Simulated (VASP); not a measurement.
# LiCl (Fm-3m) in VASP: settings compared

LiCl is run at these levels: LDA, PBEsol+D3(BJ); tasks: single point.

All numbers are computed with VASP 6.6.1; they aren't measurements. Logs are shortened: lines on timing, memory, paths and dates and some standing lists are left out, and cuts for length are marked.

### 1 The cell of the first run

Symmetry: Fm-3m, No. 225, cubic system. Conventional cell: a = 4.965 Å, b = 4.965 Å, c = 4.965 Å, α = 90.00°, β = 90.00°, γ = 90.00°. Cl (site symmetry m-3m) has 6 Li at 2.48 Å within 3.3 Å. Li (site symmetry m-3m) has 6 Cl at 2.48 Å within 3.3 Å.

### 2 Single point, LDA

Contents of INCAR:

```
ALGO     = Normal         # electronic algorithm
EDIFF    = 1E-7           # SCF threshold, eV
ENCUT    = 520            # plane-wave cutoff, eV
ISIF     = 2              # what is computed and relaxed
ISMEAR   = -1             # smearing method
LASPH    = True           # aspherical terms in the spheres
LCHARG   = True           # write CHGCAR
LELF     = True           # ELF
LREAL    = False          # projectors in reciprocal space
LVHAR    = True         
LWAVE    = False          # write WAVECAR
NBANDS   = 12             # bands
NELM     = 60             # most SCF steps
PREC     = Accurate       # precision mode
SIGMA    = 0.05           # smearing width, eV
```

Contents of KPOINTS:

```
k-points
0
Gamma
  9 9 9
```

Contents of POSCAR:

```
LiCl
1.0
    0.0000000000      2.4825152243      2.4825152243
    2.4825152243      0.0000000000      2.4825152243
    2.4825152243      2.4825152243      0.0000000000
Cl Li
1 1
Direct
    0.5000000000      0.5000000000      0.5000000000
    0.0000000000      0.0000000000      0.0000000000
```

Potentials or basis: VASP PAW LDA potentials, release 64 (Cl, Li_sv).

Launch:

```sh
$ cat potpaw_LDA.64/Cl/POTCAR potpaw_LDA.64/Li_sv/POTCAR > POTCAR
$ mpirun -np 1 vasp_std > vasp.out
```

OUTCAR:

```text
EDIFF = 1E-7
   ENCUT = 520
   ISIF = 2
   ISMEAR = -1
   LASPH = True
   LREAL = False
   NELM = 60
   PREC = Accurate

 ion  position               nearest neighbor table
   1  0.500  0.500  0.500-   2 2.48   2 2.48   2 2.48   2 2.48   2 2.48   2 2.48
   2  0.000  0.000  0.000-   1 2.48   1 2.48   1 2.48   1 2.48   1 2.48   1 2.48

  LATTYP: Found a face centered cubic cell.
 ALAT       =     4.9650304486

  Lattice vectors:

 A1 = (   0.0000000000,   2.4825152243,   2.4825152243)
 A2 = (   2.4825152243,   0.0000000000,   2.4825152243)
 A3 = (   2.4825152243,   2.4825152243,   0.0000000000)

Analysis of symmetry for initial positions (statically):
=====================================================================
 Subroutine PRICEL returns:
 Original cell was already a primitive cell.

 Routine SETGRP: Setting up the symmetry group for a
 face centered cubic supercell.

 Subroutine GETGRP returns: Found 48 space group operations
 (whereof 48 operations were pure point group operations)
 out of a pool of 48 trial point group operations.

The static configuration has the point symmetry O_h .

Analysis of symmetry for dynamics (positions and initial velocities):
=====================================================================
 Subroutine PRICEL returns:
 Original cell was already a primitive cell.

 Routine SETGRP: Setting up the symmetry group for a
 face centered cubic supercell.

 Subroutine GETGRP returns: Found 48 space group operations
 (whereof 48 operations were pure point group operations)
 out of a pool of 48 trial point group operations.

The dynamic configuration has the point symmetry O_h .

 Subroutine INISYM returns: Found 48 space group operations
 (whereof 48 operations are pure point group operations),
 and found     1 'primitive' translations

----------------------------------------------------------------------------------------

                                     Primitive cell

  volume of cell :      30.5989

  direct lattice vectors                    reciprocal lattice vectors
     0.000000000  2.482515224  2.482515224    -0.201408634  0.201408634  0.201408634
     2.482515224  0.000000000  2.482515224     0.201408634 -0.201408634  0.201408634
     2.482515224  2.482515224  0.000000000     0.201408634  0.201408634 -0.201408634

  length of vectors
     3.510806699  3.510806699  3.510806699     0.348849987  0.348849987  0.348849987

  position of ions in fractional coordinates (direct lattice)
     0.500000000  0.500000000  0.500000000
     0.000000000  0.000000000  0.000000000

  ion indices of the primitive-cell ions
   primitive index   ion index
                 1           1
                 2           2

----------------------------------------------------------------------------------------

 KPOINTS: k-points

Automatic generation of k-mesh.
 Grid dimensions read from file:
 generate k-points for:    9    9    9

 Generating k-lattice:

  Cartesian coordinates                     Fractional coordinates (reciprocal lattice)
    -0.022378737  0.022378737  0.022378737     0.111111111  0.000000000  0.000000000
     0.022378737 -0.022378737  0.022378737     0.000000000  0.111111111  0.000000000
     0.022378737  0.022378737 -0.022378737     0.000000000  0.000000000  0.111111111

  Length of vectors
     0.038761110  0.038761110  0.038761110

  Shift w.r.t. Gamma in fractional coordinates (k-lattice)
     0.000000000  0.000000000  0.000000000

 Subroutine IBZKPT returns following result:
 ===========================================

 Found     35 irreducible k-points:

 Following reciprocal coordinates:
            Coordinates               Weight
  0.000000  0.000000  0.000000      1.000000
  0.111111  0.000000  0.000000      8.000000
  0.222222  0.000000  0.000000      8.000000
  0.333333  0.000000  0.000000      8.000000
  0.444444  0.000000  0.000000      8.000000
  0.111111  0.111111  0.000000      6.000000
[... 16 lines left out ...]
 -0.333333  0.333333  0.000000     12.000000
  0.444444  0.444444  0.000000      6.000000
 [... further k-points ...]
   k-points           NKPTS =     35   k-points in BZ     NKDIM =     35   number of bands    NBANDS=     12
   number of dos      NEDOS =    301   number of ions     NIONS =      2
   total plane-waves  NPLWV =  21952
   dimension x,y,z NGX =    28 NGY =   28 NGZ =   28
   dimension x,y,z NGXF=    56 NGYF=   56 NGZF=   56
   ions per type =               1   1
   NGX,Y,Z   is equivalent  to a cutoff of  13.26, 13.26, 13.26 a.u.
   NGXF,Y,Z  is equivalent  to a cutoff of  26.52, 26.52, 26.52 a.u.
 SYSTEM =  unknown system
   PREC   = accura    normal or accurate (medium, high low for compatibility)
   ISTART =      0    job   : 0-new  1-cont  2-samecut
   ICHARG =      2    charge: 1-file 2-atom 10-const
   ISPIN  =      1    spin polarized calculation?
   LNONCOLLINEAR =      F non collinear calculations
   LSORBIT =      F    spin-orbit coupling
   LASPH  =      T    aspherical Exc in radial PAW
   ENCUT  =  520.0 eV  38.22 Ry    6.18 a.u.   6.53  6.53  6.53*2*pi/ulx,y,z
   NELM   =     60;   NELMIN=  2; NELMDL= -5     # of ELM steps
   EDIFF  = 0.1E-06   stopping-criterion for ELM
   LREAL  =      F    real-space projection
   EDIFFG = 0.1E-05   stopping-criterion for IOM
   NSW    =      0    number of steps for IOM
   IBRION =     -1    ionic relax: 0-MD 1-quasi-New 2-CG
   NFREE  =      0    steps in history (QN), initial steepest desc. (CG)
   ISIF   =      2    stress and relaxation
   ISYM   =      2    0-nonsym 1-usesym 2-fastsym
   POTIM  = 0.5000    time-step for ionic-motion
   TEBEG  =    0.0;   TEEND  =   0.0 temperature during run
   PSTRESS=    0.0 pullay stress
   NELECT =      10.0000    total number of electrons
   NUPDOWN=      -1.0000    fix difference up-down
   EMIN   =  10.00;   EMAX   =-10.00  energy-range for DOS
   EFERMI =   0.00;   METHOD = LEGACY
   ISMEAR =    -1;   SIGMA  =   0.05  broadening in eV -4-tet -1-fermi 0-gaus
   EFERMI_NEDOS =   21; number of points for ismear=-14 and -15
   IALGO  =     38    algorithm
   IMIX   =      4    mixing-type and parameters
     AMIX     =   0.40;   BMIX     =  1.00
     AMIX_MAG =   1.60;   BMIX_MAG =  1.00
  volume/ion in A,a.u.               =      15.30       103.25
  Fermi-wavevector in a.u.,A,eV,Ry     =   1.127646  2.130943 17.300981  1.271586
  Thomas-Fermi vector in A             =   2.264333
   LORBIT       =      0    0 simple, 1 ext, 2 COOP (PROOUT), +10 PAW based schemes
   GGA     = CA    functional components
   LHFCALC =     F    Hartree Fock is set to
   AEXX    =    0.0000 exact exchange contribution
   IVDW    =     0    specifies the selected vdW correction
   LEPSILON=     F    determine dielectric tensor
   LRPA    =     F    only Hartree local field effects (RPA)
 non-spin polarized calculation
  energy-cutoff  :      520.00
  volume of cell :       30.60
 maximum number of plane-waves:       869
 NGX is ok and might be reduce to    28
   NGX = 13   NGY = 13   NGZ = 13

 number of electron      10.0000000 magnetization

 number of electron       9.9999992 magnetization

 Free energy of the ion-electron system (eV)
  ---------------------------------------------------
  ext. energy  EPLUGINS =         0.00000000
  ---------------------------------------------------
  free energy    TOTEN  =        -8.09632460 eV

  energy without entropy =       -8.09632460  energy(sigma->0) =       -8.09632460

 E-fermi :   2.2782     XC(G=0):  -9.5857

 val. band max:        1.2462832141   @ k =  -0.1111   0.1111   0.0000
 cond. band min:       7.8076734205   @ k =   0.4444   0.0000   0.0000
 fundamental gap:      6.5613902064
 Fermi energy:         2.2782045877

 k-point     1 :       0.0000    0.0000    0.0000
  band No.  band energies     occupation
      1     -41.0975      2.00000
      2     -12.4553      2.00000
      3       1.2454      2.00000
      4       1.2454      2.00000
      5       1.2454      2.00000
      6       7.8585      0.00000
      7      13.0589      0.00000
      8      13.0589      0.00000
      9      13.0589      0.00000
     10      15.9182      0.00000
     11      15.9184      0.00000
     12      15.9194      0.00000

 k-point     2 :       0.1111    0.0000    0.0000
  band No.  band energies     occupation
      1     -41.0967      2.00000
      2     -12.3802      2.00000
      3       0.7426      2.00000
      4       1.2056      2.00000
      5       1.2056      2.00000
      6       8.2440      0.00000
      7      12.3770      0.00000
      8      13.0511      0.00000
      9      13.0511      0.00000
     10      14.4049      0.00000
     11      14.4049      0.00000
     12      16.3426      0.00000

 k-point     3 :       0.2222    0.0000    0.0000
  band No.  band energies     occupation
      1     -41.0950      2.00000
      2     -12.1793      2.00000
      3      -0.3312      2.00000
      4       1.1101      2.00000
      5       1.1101      2.00000
      6       8.5536      0.00000
      7      12.0568      0.00000
      8      12.0568      0.00000
      9      12.2172      0.00000
     10      14.9270      0.00000
     11      14.9270      0.00000
     12      16.9054      0.00000
[... 286 lines left out ...]
 k-point    23 :      -0.3333    0.3333    0.0000
  band No.  band energies     occupation
      1     -41.0906      2.00000
      2     -11.4882      2.00000
      3      -1.4052      2.00000
      4      -1.1761      2.00000
      5       0.4552      2.00000
      6       9.1700      0.00000
      7      12.1259      0.00000
      8      12.2186      0.00000
      9      12.3923      0.00000
     10      16.0377      0.00000
     11      17.5690      0.00000
     12      20.1308      0.00000

 k-point    24 :       0.4444    0.4444    0.0000
  band No.  band energies     occupation
      1     -41.0904      2.00000
      2     -11.4300      2.00000
      3      -2.1274      2.00000
      4      -0.0584      2.00000
      5      -0.0584      2.00000
      6       9.1582      0.00000
      7       9.1611      0.00000
      8      13.9057      0.00000
      9      15.5455      0.00000
     10      15.5455      0.00000
     11      18.5654      0.00000
     12      20.5567      0.00000

 [... further k-points ...]

------------------------ aborting loop because EDIFF is reached ----------------------------------------

  FORCE on cell =-STRESS in cart. coord.  units (eV):
  Direction    XX          YY          ZZ          XY          YZ          ZX
  --------------------------------------------------------------------------------------
  -------------------------------------------------------------------------------------
  Total       -0.0183050     -0.0183050     -0.0183050      0.0000000     -0.0000000      0.0000000
  in kB       -0.9584631     -0.9584631     -0.9584631      0.0000000     -0.0000000      0.0000000
  external PRESSURE =      -0.9584631 kB  Pullay stress =       0.0000000 kB

 VOLUME and BASIS-vectors are now :
 -----------------------------------------------------------------------------
  energy-cutoff  :      520.00
  volume of cell :       30.60
      direct lattice vectors                 reciprocal lattice vectors
     0.000000000  2.482515224  2.482515224    -0.201408634  0.201408634  0.201408634
     2.482515224  0.000000000  2.482515224     0.201408634 -0.201408634  0.201408634
     2.482515224  2.482515224  0.000000000     0.201408634  0.201408634 -0.201408634

 POSITION                                       TOTAL-FORCE (eV/Angst)
 -----------------------------------------------------------------------------------
      2.48252      2.48252      2.48252        -0.000000      0.000000      0.000000
      0.00000      0.00000      0.00000         0.000000     -0.000000     -0.000000
 -----------------------------------------------------------------------------------
    total drift:                                0.000000      0.000000      0.000000

  FREE ENERGIE OF THE ION-ELECTRON SYSTEM (eV)
  ---------------------------------------------------
  free  energy   TOTEN  =        -8.0963245967 eV

  energy  without entropy=       -8.0963245966  energy(sigma->0) =       -8.09632460
```

Wall time 11 s (1 thread of AMD EPYC 7R13 (Zen 3), shared host); peak memory 0.11 GiB.

Results:

- Free energy: -8.0963 eV
- Band gap on the k mesh: 6.56 eV, indirect (least direct gap 6.61 eV)

Caveat: the cutoff is under 1.25 times the usual one of these potentials, so pressure, stress and relaxed cells hold a basis-set (Pulay) error.

[end of part 1 of 2]
